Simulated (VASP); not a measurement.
# Ta in VASP: a series of runs

Runs on Ta. Level: PBE. Tasks: single point.

All numbers are computed with VASP 6.6.1; they aren't measurements. Logs are shortened: lines on timing, memory, paths and dates and some standing lists are left out, and cuts for length are marked.

### 1 The cell of the first run

Symmetry: Im-3m, No. 229, cubic system. Conventional cell: a = 3.385 Å, b = 3.385 Å, c = 3.385 Å, α = 90.00°, β = 90.00°, γ = 90.00°. Within 3.9 Å of Ta (site symmetry m-3m) lie 14 Ta at 2.93 to 3.39 Å.

### 2 Single point, PBE (strain +0.025 along x and y, +0.025 along z)

Input file INCAR:

```
SYSTEM = Ta
PREC = Accurate
ENCUT = 520
EDIFF = 1E-6
ISMEAR = 0
SIGMA = 0.15
LREAL = .False.
LASPH = .True.
NELM = 60
ALGO = Fast
ISIF = 2
LWAVE = .False.
LCHARG = .False.
GGA = PE
NBANDS = 12
```

Input file KPOINTS:

```
regular mesh
0
Gamma
  20 20 20
  0 0 0
```

Input file POSCAR:

```
Ta
1.0
   -1.6925620000      1.6925620000      1.6925620000
    1.6925620000     -1.6925620000      1.6925620000
    1.6925620000      1.6925620000     -1.6925620000
Ta
1
Direct
    0.0000000000      0.0000000000      0.0000000000
```

Potentials or basis: VASP PAW PBE potentials, release 64 (Ta_pv).

Started as:

```bash
> cat potpaw_PBE.64/Ta_pv/POTCAR > POTCAR
> mpirun -np 1 vasp_std > vasp.out
```

OUTCAR:

```text
SYSTEM = Ta
   PREC = Accurate
   ENCUT = 520
   EDIFF = 1E-6
   ISMEAR = 0
   LREAL = .False.
   LASPH = .True.
   NELM = 60
   ISIF = 2
   GGA = PE

 ion  position               nearest neighbor table
   1  0.000  0.000  0.000-

  LATTYP: Found a body centered cubic cell.
 ALAT       =     3.3851240000

  Lattice vectors:

 A1 = (  -1.6925620000,   1.6925620000,   1.6925620000)
 A2 = (   1.6925620000,  -1.6925620000,   1.6925620000)
 A3 = (   1.6925620000,   1.6925620000,  -1.6925620000)

Analysis of symmetry for initial positions (statically):
=====================================================================
 Subroutine PRICEL returns:
 Original cell was already a primitive cell.

 Routine SETGRP: Setting up the symmetry group for a
 body centered cubic supercell.

 Subroutine GETGRP returns: Found 48 space group operations
 (whereof 48 operations were pure point group operations)
 out of a pool of 48 trial point group operations.

The static configuration has the point symmetry O_h .

Analysis of symmetry for dynamics (positions and initial velocities):
=====================================================================
 Subroutine PRICEL returns:
 Original cell was already a primitive cell.

 Routine SETGRP: Setting up the symmetry group for a
 body centered cubic supercell.

 Subroutine GETGRP returns: Found 48 space group operations
 (whereof 48 operations were pure point group operations)
 out of a pool of 48 trial point group operations.

The dynamic configuration has the point symmetry O_h .

 Subroutine INISYM returns: Found 48 space group operations
 (whereof 48 operations are pure point group operations),
 and found     1 'primitive' translations

----------------------------------------------------------------------------------------

                                     Primitive cell

  volume of cell :      19.3952

  direct lattice vectors                    reciprocal lattice vectors
    -1.692562000  1.692562000  1.692562000     0.000000000  0.295410153  0.295410153
     1.692562000 -1.692562000  1.692562000     0.295410153  0.000000000  0.295410153
     1.692562000  1.692562000 -1.692562000     0.295410153  0.295410153  0.000000000

  length of vectors
     2.931603379  2.931603379  2.931603379     0.417773045  0.417773045  0.417773045

  position of ions in fractional coordinates (direct lattice)
     0.000000000  0.000000000  0.000000000

  ion indices of the primitive-cell ions
   primitive index   ion index
                 1           1

----------------------------------------------------------------------------------------

 KPOINTS: regular mesh

Automatic generation of k-mesh.
 Grid dimensions read from file:
 generate k-points for:   20   20   20

 Generating k-lattice:

  Cartesian coordinates                     Fractional coordinates (reciprocal lattice)
     0.000000000  0.014770508  0.014770508     0.050000000  0.000000000  0.000000000
     0.014770508  0.000000000  0.014770508     0.000000000  0.050000000  0.000000000
     0.014770508  0.014770508  0.000000000     0.000000000  0.000000000  0.050000000

  Length of vectors
     0.020888652  0.020888652  0.020888652

  Shift w.r.t. Gamma in fractional coordinates (k-lattice)
     0.000000000  0.000000000  0.000000000

 Subroutine IBZKPT returns following result:
 ===========================================

 Found    256 irreducible k-points:

 Following reciprocal coordinates:
            Coordinates               Weight
  0.000000  0.000000  0.000000      1.000000
  0.050000  0.000000  0.000000     12.000000
  0.100000  0.000000  0.000000     12.000000
  0.150000  0.000000  0.000000     12.000000
  0.200000  0.000000  0.000000     12.000000
  0.250000  0.000000  0.000000     12.000000
[... 16 lines left out ...]
  0.200000  0.100000  0.000000     48.000000
  0.250000  0.100000  0.000000     48.000000
 [... further k-points ...]
   k-points           NKPTS =    256   k-points in BZ     NKDIM =    256   number of bands    NBANDS=     12
   number of dos      NEDOS =    301   number of ions     NIONS =      1
   total plane-waves  NPLWV =  13824
   dimension x,y,z NGX =    24 NGY =   24 NGZ =   24
   dimension x,y,z NGXF=    48 NGYF=   48 NGZF=   48
   ions per type =               1
   NGX,Y,Z   is equivalent  to a cutoff of  13.61, 13.61, 13.61 a.u.
   NGXF,Y,Z  is equivalent  to a cutoff of  27.22, 27.22, 27.22 a.u.
 SYSTEM =  Ta
   PREC   = accura    normal or accurate (medium, high low for compatibility)
   ISTART =      0    job   : 0-new  1-cont  2-samecut
   ICHARG =      2    charge: 1-file 2-atom 10-const
   ISPIN  =      1    spin polarized calculation?
   LNONCOLLINEAR =      F non collinear calculations
   LSORBIT =      F    spin-orbit coupling
   LASPH  =      T    aspherical Exc in radial PAW
   ENCUT  =  520.0 eV  38.22 Ry    6.18 a.u.   5.45  5.45  5.45*2*pi/ulx,y,z
   NELM   =     60;   NELMIN=  2; NELMDL= -5     # of ELM steps
   EDIFF  = 0.1E-05   stopping-criterion for ELM
   LREAL  =      F    real-space projection
   EDIFFG = 0.1E-04   stopping-criterion for IOM
   NSW    =      0    number of steps for IOM
   IBRION =     -1    ionic relax: 0-MD 1-quasi-New 2-CG
   NFREE  =      0    steps in history (QN), initial steepest desc. (CG)
   ISIF   =      2    stress and relaxation
   ISYM   =      2    0-nonsym 1-usesym 2-fastsym
   POTIM  = 0.5000    time-step for ionic-motion
   TEBEG  =    0.0;   TEEND  =   0.0 temperature during run
   PSTRESS=    0.0 pullay stress
   NELECT =      11.0000    total number of electrons
   NUPDOWN=      -1.0000    fix difference up-down
   EMIN   =  10.00;   EMAX   =-10.00  energy-range for DOS
   EFERMI =   0.00;   METHOD = LEGACY
   ISMEAR =     0;   SIGMA  =   0.15  broadening in eV -4-tet -1-fermi 0-gaus
   EFERMI_NEDOS =   21; number of points for ismear=-14 and -15
   IALGO  =     68    algorithm
   IMIX   =      4    mixing-type and parameters
     AMIX     =   0.40;   BMIX     =  1.00
     AMIX_MAG =   1.60;   BMIX_MAG =  1.00
  volume/ion in A,a.u.               =      19.40       130.89
  Fermi-wavevector in a.u.,A,eV,Ry     =   1.355110  2.560786 24.984684  1.836322
  Thomas-Fermi vector in A             =   2.482225
   LORBIT       =      0    0 simple, 1 ext, 2 COOP (PROOUT), +10 PAW based schemes
   GGA     = PE    functional components
   LHFCALC =     F    Hartree Fock is set to
   AEXX    =    0.0000 exact exchange contribution
   IVDW    =     0    specifies the selected vdW correction
   LEPSILON=     F    determine dielectric tensor
   LRPA    =     F    only Hartree local field effects (RPA)
 non-spin polarized calculation
 RMM-DIIS sequential band-by-band and
 Gauss-broadening in eV      SIGMA  =   0.15
  energy-cutoff  :      520.00
  volume of cell :       19.40
 maximum number of plane-waves:       541
 NGX is ok and might be reduce to    24
   NGX = 11   NGY = 11   NGZ = 11

 number of electron      10.9999999 magnetization

 Free energy of the ion-electron system (eV)
  ---------------------------------------------------
  ext. energy  EPLUGINS =         0.00000000
  ---------------------------------------------------
  free energy    TOTEN  =       -11.78413315 eV

  energy without entropy =      -11.76843254  energy(sigma->0) =      -11.77628284

 E-fermi :   4.9051     XC(G=0): -12.2448

 val. band max:        4.8957861145   @ k =  -0.1500   0.2500   0.0500
 cond. band min:       4.9063838557   @ k =  -0.2500   0.4000   0.1000
 fundamental gap:      0.0105977412
 Fermi energy:         4.9050899535

 k-point     1 :       0.0000    0.0000    0.0000
  band No.  band energies     occupation
      1     -28.4640      2.00000
      2     -28.4640      2.00000
      3     -28.4640      2.00000
      4      -2.7236      2.00000
      5       5.6274      0.00000
      6       5.6274      0.00000
      7       5.6274      0.00000
      8       8.6443      0.00000
      9       8.6443      0.00000
     10      19.5661      0.00000
     11      19.5661      0.00000
     12      19.5661      0.00000

 k-point     2 :       0.0500    0.0000    0.0000
  band No.  band energies     occupation
      1     -28.4881      2.00000
      2     -28.4716      2.00000
      3     -28.4641      2.00000
      4      -2.6210      2.00000
      5       5.5615      0.00000
      6       5.6094      0.00000
      7       5.7268      0.00000
      8       8.5373      0.00000
      9       8.6448      0.00000
     10      19.6567      0.00000
     11      19.7471      0.00000
     12      19.8246      0.00000

 k-point     3 :       0.1000    0.0000    0.0000
  band No.  band energies     occupation
      1     -28.5575      2.00000
      2     -28.4935      2.00000
      3     -28.4643      2.00000
      4      -2.3208      2.00000
      5       5.3767      0.00001
      6       5.5365      0.00000
      7       6.0226      0.00000
      8       8.2931      0.00000
      9       8.6509      0.00000
     10      19.8890      0.00000
     11      20.2756      0.00000
     12      20.4958      0.00000
[... 286 lines left out ...]
 k-point    23 :       0.2000    0.1000    0.0000
  band No.  band energies     occupation
      1     -28.9654      2.00000
      2     -28.6184      2.00000
      3     -28.4966      2.00000
      4      -0.3138      2.00000
      5       4.4424      1.99999
      6       4.6345      1.98926
      7       7.8149      0.00000
      8       8.3824      0.00000
      9       9.0692      0.00000
     10      19.3211      0.00000
     11      19.5953      0.00000
     12      20.7327      0.00000

 k-point    24 :       0.2500    0.1000    0.0000
  band No.  band energies     occupation
      1     -29.0878      2.00000
      2     -28.6716      2.00000
      3     -28.4985      2.00000
      4       0.3175      2.00000
      5       4.1532      2.00000
      6       4.5205      1.99971
      7       7.9907      0.00000
      8       9.1775      0.00000
      9       9.3381      0.00000
     10      18.4575      0.00000
     11      19.3341      0.00000
     12      19.7244      0.00000

 [... further k-points ...]
[... 5 lines left out ...]
  --------------------------------------------------------------------------------------
  -------------------------------------------------------------------------------------
  Total       -1.2415887     -1.2415887     -1.2415887      0.0000000      0.0000000     -0.0000000
  in kB     -102.5639165   -102.5639165   -102.5639165      0.0000000      0.0000000     -0.0000000
  external PRESSURE =    -102.5639165 kB  Pullay stress =       0.0000000 kB

 VOLUME and BASIS-vectors are now :
 -----------------------------------------------------------------------------
  energy-cutoff  :      520.00
  volume of cell :       19.40
      direct lattice vectors                 reciprocal lattice vectors
    -1.692562000  1.692562000  1.692562000     0.000000000  0.295410153  0.295410153
     1.692562000 -1.692562000  1.692562000     0.295410153  0.000000000  0.295410153
     1.692562000  1.692562000 -1.692562000     0.295410153  0.295410153  0.000000000

 POSITION                                       TOTAL-FORCE (eV/Angst)
 -----------------------------------------------------------------------------------
      0.00000      0.00000      0.00000         0.000000      0.000000      0.000000
 -----------------------------------------------------------------------------------
    total drift:                                0.000000      0.000000      0.000000

  FREE ENERGIE OF THE ION-ELECTRON SYSTEM (eV)
  ---------------------------------------------------
  free  energy   TOTEN  =       -11.7841331493 eV

  energy  without entropy=      -11.7684325398  energy(sigma->0) =      -11.77628284
```

It took 20 s on 1 thread of Intel Xeon 6975P-C (Granite Rapids), shared host; peak memory 0.18 GiB.

Results:

- Free energy: -11.7841 eV
- Pressure: -10.3 GPa

Caveat: the cell differs from its parent crystal (strain +0.025 along x and y, +0.025 along z); spin-orbit coupling is left out, which moves the levels of the heavy elements.

### 3 Single point, PBE (strain +0.025 along x and y, +0.050 along z)

Input file INCAR:

```
SYSTEM = Ta
PREC = Accurate
ENCUT = 520
EDIFF = 1E-7
ISMEAR = 0
SIGMA = 0.15
LREAL = .False.
LASPH = .True.
NELM = 60
ALGO = Fast
ISIF = 2
LWAVE = .False.
LCHARG = .True.
GGA = PE
LELF = .True.
LVHAR = .True.
NBANDS = 12
```

KPOINTS is that of step 2.

Input file POSCAR:

```
Ta
1.0
   -1.6925620000      1.6925620000      1.7338440000
    1.6925620000     -1.6925620000      1.7338440000
    1.6925620000      1.6925620000     -1.7338440000
Ta
1
Direct
    0.0000000000      0.0000000000      0.0000000000
```

Potentials or basis: VASP PAW PBE potentials, release 64 (Ta_pv).

Started as:

```bash
> cat potpaw_PBE.64/Ta_pv/POTCAR > POTCAR
> mpirun -np 1 vasp_std > vasp.out
```

It took 52 s on 1 thread of Intel Xeon 6975P-C (Granite Rapids), shared host; peak memory 0.26 GiB.

Results (log left out):

```yaml
Free_energy: -11.7467 eV
Pressure: -13.8 GPa
```

Stress tensor (GPa, compression positive):
```
-13.09   0.00   0.00
  0.00 -13.09   0.00
  0.00   0.00 -15.08
```

Levels at points of the mesh, in eV from the Fermi level:
| k point | band 2 | band 3 | band 4 | band 5 | band 6 | band 7 | band 8 | band 9 | band 10 | band 11 |
| --- | --- | --- | --- | --- | --- | --- | --- | --- | --- | --- |
| (0.00, 0.00, 0.00) | -33.47 | -33.47 | -7.54 | 0.63 | 0.63 | 0.89 | 3.46 | 3.82 | 14.28 | 14.68 |
| (0.50, 0.00, 0.00) | -33.74 | -33.47 | -3.98 | -1.19 | 1.14 | 3.32 | 4.37 | 6.84 | 10.16 | 11.54 |
| (0.50, 0.50, 0.00) | -33.76 | -33.48 | -3.95 | -1.47 | 1.30 | 3.71 | 4.51 | 6.90 | 10.30 | 11.38 |
| (0.50, 0.50, 0.50) | -34.05 | -34.05 | -3.30 | -3.23 | 5.99 | 6.08 | 6.08 | 7.41 | 8.01 | 8.01 |

Caveat: the cell differs from its parent crystal (strain +0.025 along x and y, +0.050 along z); spin-orbit coupling is left out, which moves the levels of the heavy elements.
